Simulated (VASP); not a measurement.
# CsH (Fm-3m) in VASP: single point with LDA

Aim: the single point of CsH with LDA.

All numbers are computed with VASP 6.6.1; they aren't measurements. Logs are shortened: lines on timing, memory, paths and dates and some standing lists are left out, and cuts for length are marked.

**1. The cell of the first run**

Symmetry: Fm-3m, No. 225, cubic system. Conventional cell: a = 6.376 Å, b = 6.376 Å, c = 6.376 Å, α = 90.00°, β = 90.00°, γ = 90.00°. Within 4.2 Å of Cs (site symmetry m-3m) lie 6 H at 3.19 Å. Within 4.2 Å of H (site symmetry m-3m) lie 6 Cs at 3.19 Å.

**2. Single point, LDA**

INCAR reads:

```
  ALGO = Normal
  EDIFF = 1E-6
  ENCUT = 520
  GGA = CA
  ISIF = 2
  ISMEAR = -1
  LASPH = True
  LCHARG = False
  LREAL = False
  LWAVE = False
  NBANDS = 12
  NELM = 80
  PREC = Accurate
  SIGMA = 0.05
```

KPOINTS reads:

```
k-points
0
Gamma
  6 6 6
```

POSCAR reads:

```
CsH
1.0
    0.0000000000      3.1880000000      3.1880000000
    3.1880000000      0.0000000000      3.1880000000
    3.1880000000      3.1880000000      0.0000000000
Cs H
1 1
Direct
    0.0000000000      0.0000000000      0.0000000000
    0.5000000000      0.5000000000      0.5000000000
```

Potentials or basis: VASP PAW LDA potentials, release 64 (Cs_sv, H).

The run is started by

```sh
cat potpaw_LDA.64/Cs_sv/POTCAR potpaw_LDA.64/H/POTCAR > POTCAR
mpirun -np 1 vasp_std > vasp.out
```

OUTCAR:

```text
EDIFF = 1E-6
   ENCUT = 520
   GGA = CA
   ISIF = 2
   ISMEAR = -1
   LASPH = True
   LREAL = False
   NELM = 80
   PREC = Accurate

 ion  position               nearest neighbor table
   1  0.000  0.000  0.000-
   2  0.500  0.500  0.500-

  LATTYP: Found a face centered cubic cell.
 ALAT       =     6.3760000000

  Lattice vectors:

 A1 = (   0.0000000000,   3.1880000000,   3.1880000000)
 A2 = (   3.1880000000,   0.0000000000,   3.1880000000)
 A3 = (   3.1880000000,   3.1880000000,   0.0000000000)

Analysis of symmetry for initial positions (statically):
=====================================================================
 Subroutine PRICEL returns:
 Original cell was already a primitive cell.

 Routine SETGRP: Setting up the symmetry group for a
 face centered cubic supercell.

 Subroutine GETGRP returns: Found 48 space group operations
 (whereof 48 operations were pure point group operations)
 out of a pool of 48 trial point group operations.

The static configuration has the point symmetry O_h .

Analysis of symmetry for dynamics (positions and initial velocities):
=====================================================================
 Subroutine PRICEL returns:
 Original cell was already a primitive cell.

 Routine SETGRP: Setting up the symmetry group for a
 face centered cubic supercell.

 Subroutine GETGRP returns: Found 48 space group operations
 (whereof 48 operations were pure point group operations)
 out of a pool of 48 trial point group operations.

The dynamic configuration has the point symmetry O_h .

 Subroutine INISYM returns: Found 48 space group operations
 (whereof 48 operations are pure point group operations),
 and found     1 'primitive' translations

----------------------------------------------------------------------------------------

                                     Primitive cell

  volume of cell :      64.8015

  direct lattice vectors                    reciprocal lattice vectors
     0.000000000  3.188000000  3.188000000    -0.156838143  0.156838143  0.156838143
     3.188000000  0.000000000  3.188000000     0.156838143 -0.156838143  0.156838143
     3.188000000  3.188000000  0.000000000     0.156838143  0.156838143 -0.156838143

  length of vectors
     4.508512837  4.508512837  4.508512837     0.271651632  0.271651632  0.271651632

  position of ions in fractional coordinates (direct lattice)
     0.000000000  0.000000000  0.000000000
     0.500000000  0.500000000  0.500000000

  ion indices of the primitive-cell ions
   primitive index   ion index
                 1           1
                 2           2

----------------------------------------------------------------------------------------

 KPOINTS: k-points

Automatic generation of k-mesh.
 Grid dimensions read from file:
 generate k-points for:    6    6    6

 Generating k-lattice:

  Cartesian coordinates                     Fractional coordinates (reciprocal lattice)
    -0.026139691  0.026139691  0.026139691     0.166666667  0.000000000  0.000000000
     0.026139691 -0.026139691  0.026139691     0.000000000  0.166666667  0.000000000
     0.026139691  0.026139691 -0.026139691     0.000000000  0.000000000  0.166666667

  Length of vectors
     0.045275272  0.045275272  0.045275272

  Shift w.r.t. Gamma in fractional coordinates (k-lattice)
     0.000000000  0.000000000  0.000000000

 Subroutine IBZKPT returns following result:
 ===========================================

 Found     16 irreducible k-points:

 Following reciprocal coordinates:
            Coordinates               Weight
  0.000000  0.000000  0.000000      1.000000
  0.166667  0.000000  0.000000      8.000000
  0.333333  0.000000  0.000000      8.000000
  0.500000  0.000000  0.000000      4.000000
  0.166667  0.166667  0.000000      6.000000
  0.333333  0.166667  0.000000     24.000000
[... 8 lines left out ...]
 -0.333333  0.333333  0.166667     24.000000
 -0.333333  0.500000  0.166667     12.000000
   k-points           NKPTS =     16   k-points in BZ     NKDIM =     16   number of bands    NBANDS=     12
   number of dos      NEDOS =    301   number of ions     NIONS =      2
   total plane-waves  NPLWV =  46656
   dimension x,y,z NGX =    36 NGY =   36 NGZ =   36
   dimension x,y,z NGXF=    72 NGYF=   72 NGZF=   72
   ions per type =               1   1
   NGX,Y,Z   is equivalent  to a cutoff of  13.27, 13.27, 13.27 a.u.
   NGXF,Y,Z  is equivalent  to a cutoff of  26.55, 26.55, 26.55 a.u.
 SYSTEM =  unknown system
   PREC   = accura    normal or accurate (medium, high low for compatibility)
   ISTART =      0    job   : 0-new  1-cont  2-samecut
   ICHARG =      2    charge: 1-file 2-atom 10-const
   ISPIN  =      1    spin polarized calculation?
   LNONCOLLINEAR =      F non collinear calculations
   LSORBIT =      F    spin-orbit coupling
   LASPH  =      T    aspherical Exc in radial PAW
   ENCUT  =  520.0 eV  38.22 Ry    6.18 a.u.   8.38  8.38  8.38*2*pi/ulx,y,z
   NELM   =     80;   NELMIN=  2; NELMDL= -5     # of ELM steps
   EDIFF  = 0.1E-05   stopping-criterion for ELM
   LREAL  =      F    real-space projection
   EDIFFG = 0.1E-04   stopping-criterion for IOM
   NSW    =      0    number of steps for IOM
   IBRION =     -1    ionic relax: 0-MD 1-quasi-New 2-CG
   NFREE  =      0    steps in history (QN), initial steepest desc. (CG)
   ISIF   =      2    stress and relaxation
   ISYM   =      2    0-nonsym 1-usesym 2-fastsym
   POTIM  = 0.5000    time-step for ionic-motion
   TEBEG  =    0.0;   TEEND  =   0.0 temperature during run
   PSTRESS=    0.0 pullay stress
   NELECT =      10.0000    total number of electrons
   NUPDOWN=      -1.0000    fix difference up-down
   EMIN   =  10.00;   EMAX   =-10.00  energy-range for DOS
   EFERMI =   0.00;   METHOD = LEGACY
   ISMEAR =    -1;   SIGMA  =   0.05  broadening in eV -4-tet -1-fermi 0-gaus
   EFERMI_NEDOS =   21; number of points for ismear=-14 and -15
   IALGO  =     38    algorithm
   IMIX   =      4    mixing-type and parameters
     AMIX     =   0.40;   BMIX     =  1.00
     AMIX_MAG =   1.60;   BMIX_MAG =  1.00
  volume/ion in A,a.u.               =      32.40       218.65
  Fermi-wavevector in a.u.,A,eV,Ry     =   0.878105  1.659378 10.491026  0.771069
  Thomas-Fermi vector in A             =   1.998146
   LORBIT       =      0    0 simple, 1 ext, 2 COOP (PROOUT), +10 PAW based schemes
   GGA     = CA    functional components
   LHFCALC =     F    Hartree Fock is set to
   AEXX    =    0.0000 exact exchange contribution
   IVDW    =     0    specifies the selected vdW correction
   LEPSILON=     F    determine dielectric tensor
   LRPA    =     F    only Hartree local field effects (RPA)
 non-spin polarized calculation
  energy-cutoff  :      520.00
  volume of cell :       64.80
 maximum number of plane-waves:      1807
 NGX is ok and might be reduce to    36
   NGX = 17   NGY = 17   NGZ = 17

 number of electron      10.0000000 magnetization

 number of electron       9.9999999 magnetization

 Free energy of the ion-electron system (eV)
  ---------------------------------------------------
  ext. energy  EPLUGINS =         0.00000000
  ---------------------------------------------------
  free energy    TOTEN  =        -4.89170625 eV

  energy without entropy =       -4.89170625  energy(sigma->0) =       -4.89170625

 E-fermi :   1.0157     XC(G=0):  -7.5299

 val. band max:        0.0331106512   @ k =   0.5000   0.0000   0.0000
 cond. band min:       1.9687792779   @ k =   0.5000   0.0000   0.0000
 fundamental gap:      1.9356686268
 Fermi energy:         1.0157408800

 k-point     1 :       0.0000    0.0000    0.0000
  band No.  band energies     occupation
      1     -21.4162      2.00000
      2      -7.8637      2.00000
      3      -7.8637      2.00000
      4      -7.8637      2.00000
      5      -1.8383      2.00000
      6       5.0140      0.00000
      7       5.0140      0.00000
      8       5.0140      0.00000
      9       5.6940      0.00000
     10       6.8260      0.00000
     11       6.8260      0.00000
     12       8.5444      0.00000

 k-point     2 :       0.1667    0.0000    0.0000
  band No.  band energies     occupation
      1     -21.3964      2.00000
      2      -8.1108      2.00000
      3      -7.8885      2.00000
      4      -7.8885      2.00000
      5      -1.4091      2.00000
      6       4.1420      0.00000
      7       5.1656      0.00000
      8       5.1656      0.00000
      9       5.5160      0.00000
     10       6.4129      0.00000
     11       6.4129      0.00000
     12       9.6664      0.00000

 k-point     3 :       0.3333    0.0000    0.0000
  band No.  band energies     occupation
      1     -21.3564      2.00000
      2      -8.5430      2.00000
      3      -7.9370      2.00000
      4      -7.9370      2.00000
      5      -0.5221      2.00000
      6       2.7031      0.00000
      7       4.8273      0.00000
      8       4.8273      0.00000
      9       6.0905      0.00000
     10       7.1458      0.00000
     11       7.1458      0.00000
     12      11.3230      0.00000
[... 166 lines left out ...]
 k-point    15 :      -0.3333    0.3333    0.1667
  band No.  band energies     occupation
      1     -21.3168      2.00000
      2      -8.5203      2.00000
      3      -8.2877      2.00000
      4      -8.0901      2.00000
      5      -0.5619      2.00000
      6       3.2389      0.00000
      7       4.0994      0.00000
      8       5.3830      0.00000
      9       7.3611      0.00000
     10       7.6269      0.00000
     11       8.9621      0.00000
     12       9.1921      0.00000

 k-point    16 :      -0.3333    0.5000    0.1667
  band No.  band energies     occupation
      1     -21.3104      2.00000
      2      -8.5016      2.00000
      3      -8.2705      2.00000
      4      -8.1813      2.00000
      5      -0.8576      2.00000
      6       3.3844      0.00000
      7       4.5559      0.00000
      8       5.4442      0.00000
      9       8.2001      0.00000
     10       8.4605      0.00000
     11       8.7887      0.00000
     12       8.9407      0.00000

------------------------ aborting loop because EDIFF is reached ----------------------------------------

  FORCE on cell =-STRESS in cart. coord.  units (eV):
  Direction    XX          YY          ZZ          XY          YZ          ZX
  --------------------------------------------------------------------------------------
  -------------------------------------------------------------------------------------
  Total       -0.4987981     -0.4987981     -0.4987981      0.0000000      0.0000000      0.0000000
  in kB      -12.3324813    -12.3324813    -12.3324813      0.0000000      0.0000000      0.0000000
  external PRESSURE =     -12.3324813 kB  Pullay stress =       0.0000000 kB

 VOLUME and BASIS-vectors are now :
 -----------------------------------------------------------------------------
  energy-cutoff  :      520.00
  volume of cell :       64.80
      direct lattice vectors                 reciprocal lattice vectors
     0.000000000  3.188000000  3.188000000    -0.156838143  0.156838143  0.156838143
     3.188000000  0.000000000  3.188000000     0.156838143 -0.156838143  0.156838143
     3.188000000  3.188000000  0.000000000     0.156838143  0.156838143 -0.156838143

 POSITION                                       TOTAL-FORCE (eV/Angst)
 -----------------------------------------------------------------------------------
      0.00000      0.00000      0.00000         0.000000      0.000000     -0.000000
      3.18800      3.18800      3.18800         0.000000      0.000000      0.000000
 -----------------------------------------------------------------------------------
    total drift:                               -0.000000      0.000000      0.000000

  FREE ENERGIE OF THE ION-ELECTRON SYSTEM (eV)
  ---------------------------------------------------
  free  energy   TOTEN  =        -4.8917062480 eV

  energy  without entropy=       -4.8917062477  energy(sigma->0) =       -4.89170625
```

Run time: 6.7 s. Hardware: 1 thread of Intel Xeon 6975P-C (Granite Rapids), shared host; peak memory 0.17 GiB.

What came out:

* Free energy: -4.8917 eV
* Pressure: -1.2 GPa
* Band gap on the k mesh: 1.94 eV, direct

Caveat: spin-orbit coupling is left out, which moves the levels of the heavy elements. A k mesh can miss the band edges.
